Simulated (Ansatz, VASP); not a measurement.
**Two plane-wave programs on InSb**

The input INCAR:

```
SYSTEM = InSb
ALGO = Normal
EDIFF = 1E-6
ENCUT = 520
GGA = PE
ISIF = 2
ISMEAR = 0
LASPH = .True.
LCHARG = .False.
LREAL = .False.
LWAVE = .False.
NBANDS = 16
NELM = 60
PREC = Accurate
SIGMA = 0.15
```

Contents of KPOINTS:

```
k-points
0
Gamma
  16 16 16
  0 0 0
```

File POSCAR:

```
InSb
1.0
    0.0000000000      3.0520309919      3.1847279916
    3.0520309919      0.0000000000      3.1847279916
    3.0520309919      3.0520309919      0.0000000000
In Sb
1 1
Direct
    0.0000000000      0.0000000000      0.0000000000
    0.7500000000      0.7500000000      0.7500000000
```

Input for Ansatz:

```yaml
crystal:
  lattice:
    - [0.0, 3.0520309919, 3.1847279916]
    - [3.0520309919, 0.0, 3.1847279916]
    - [3.0520309919, 3.0520309919, 0.0]
  atoms:
    - { symbol: In, position: [0.0, 0.0, 0.0] }
    - { symbol: Sb, position: [0.75, 0.75, 0.75] }
basis:
  ecutwfc: 420
kpoints:
  mp_grid: { grid: [16, 16, 16] }
hamiltonian:
  xc: pbe
scf:
  occupations: { method: gaussian, width: 0.15 }
output:
  forces: true
  stress: true
  eigenvalues: true
```

Change from the starting cell: strain -0.080 along x and y, -0.040 along z, atoms carried along.

Alike in both runs: task single point; functional PBE; k mesh 16 × 16 × 16; occupations gaussian, width 0.15 eV; no spin polarisation.

|  | VASP | Ansatz |
| --- | --- | --- |
| version | VASP 6.6.1 | Ansatz 0.2.0 |
| potentials or method | VASP PAW PBE potentials, release 64 (In_d, Sb), cutoff 520 eV | scalar-relativistic, plane waves, PAW |
| valence electrons in the cell | 18 | 28 |

```tsv
	VASP	Ansatz	Ansatz less VASP
gap on the k mesh at the Fermi level (eV)	0.53	0.52	-0.008
least direct gap on the mesh (eV)	0.53	0.52	-0.008
pressure (GPa)	12.5	12.6	+0.03
traceless stress, the component that is largest in VASP (GPa)	-0.67	-0.67	+0.003
```

VASP's potentials hold 18 valence electrons a cell and Ansatz's 28, so a difference there can come from the potentials and not from the codes.

Neither program's run includes spin-orbit coupling.
